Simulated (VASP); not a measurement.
## H22CO12: single point with PBE+D3(BJ)

The system is H22CO12.

```
O H C
1.0
     7.13349    0.00000    0.00000
     0.00000    7.13349    0.00000
     0.00000    0.00000    7.13349
O H C
12 22 1
Direct
  0.53047 0.70648 0.18005
  0.93863 0.84839 0.65986
  0.95768 0.32125 0.82127
  0.17780 0.42686 0.55113
  0.67176 0.33295 0.08089
  0.82101 0.56081 0.45675
  0.48893 0.70098 0.79456
  0.03433 0.96114 0.99239
  0.19622 0.86812 0.30800
  0.80233 0.12841 0.37921
  0.48522 0.06199 0.54670
  0.56239 0.28731 0.75099
  0.40322 0.72711 0.22198
  0.52413 0.73493 0.04336
  0.01127 0.86943 0.53933
  0.86042 0.74638 0.61445
  0.88351 0.36543 0.93183
  0.84921 0.29901 0.74107
  0.22099 0.55160 0.52314
  0.13211 0.43008 0.67754
  0.60534 0.45277 0.11860
  0.59515 0.28865 0.97589
  0.80135 0.61406 0.32496
  0.94659 0.50549 0.44511
  0.51445 0.78300 0.68937
  0.53829 0.58751 0.73445
  0.01563 0.09226 0.95179
  0.03802 0.89150 0.86856
  0.27961 0.94663 0.37645
  0.16537 0.93794 0.18717
  0.77077 0.17765 0.25714
  0.86545 0.01489 0.34513
  0.60705 0.08363 0.47772
  0.31609 0.13773 0.77251
  0.45288 0.16477 0.69643
```

```json
{"Program": "VASP 6.6.1", "Task": "single point", "Functional": "PBE", "Dispersion": "D3(BJ)", "Potentials or basis": "VASP PAW PBE potentials, release 64 (O, H, C)", "Cutoff": "520 eV", "k mesh": "1 × 1 × 1", "Occupations": "fermi-dirac, width 0.05 eV", "Spin": "no spin polarisation", "Dipole correction": "no", "Further INCAR settings": "LREAL = Auto; ALGO = Normal; EDIFF = 1e-06; NBANDS = 72"}
```

The pressure is 0.6 GPa, the largest force is 2.452 eV/Å and the band gap on the k mesh is 4.67 eV. The dispersion energy per atom is -0.036 eV.

Forces in eV/Å, atoms in the order of the input:
```
O    0.926 -0.331 -0.949
O    1.170  0.880 -1.490
O   -0.465  0.222  1.034
O    0.529 -0.241 -1.492
O   -0.255  1.125  1.110
O   -0.435  0.878 -2.248
O    0.300 -0.470 -0.860
O    0.494  0.230 -0.302
O   -0.797 -0.300 -0.736
O   -0.344 -0.206  0.707
O   -1.520 -1.021  0.347
O   -0.322 -0.274 -0.211
H   -0.779  0.215  0.374
H    0.116 -0.159  0.407
H   -0.303 -0.018  1.327
H   -0.369 -0.938 -0.057
H    0.428 -0.076 -0.005
H    0.037 -0.279 -0.702
H    0.347  0.474 -0.011
H   -0.718 -0.067  1.118
H    0.549 -0.665  0.103
H    0.040  0.019 -0.340
H   -0.259 -0.606  1.810
H    0.205 -0.403  0.469
H   -0.149  0.981  0.036
H   -0.151 -0.532  0.687
H   -0.134 -0.188 -0.152
H   -0.403  0.349  0.700
H    0.887  0.857  0.740
H   -0.299 -0.764  0.290
H   -0.601  1.069 -0.901
H    0.532 -0.838  0.058
H    1.129  0.607 -0.167
H    0.684 -0.190 -0.605
C   -0.072  0.658 -0.086
```

Stress tensor (GPa, compression positive):
```
0.31 0.89 1.52
0.89 1.16 0.46
1.52 0.46 0.21
```

Levels at points of the mesh, in eV from the valence-band top:
| k point | band 45 | band 46 | band 47 | band 48 | band 49 | band 50 | band 51 | band 52 | band 53 | band 54 |
| --- | --- | --- | --- | --- | --- | --- | --- | --- | --- | --- |
| (0.00, 0.00, 0.00) | -0.34 | -0.29 | -0.24 | -0.08 | 0.00 | 4.67 | 4.95 | 7.30 | 7.65 | 7.84 |

It used 150 s of CPU time on 1 thread of AMD EPYC 7R13 Processor (Zen 3), on a shared host.

Caveat: the k points lie up to 0.88 Å⁻¹ apart.
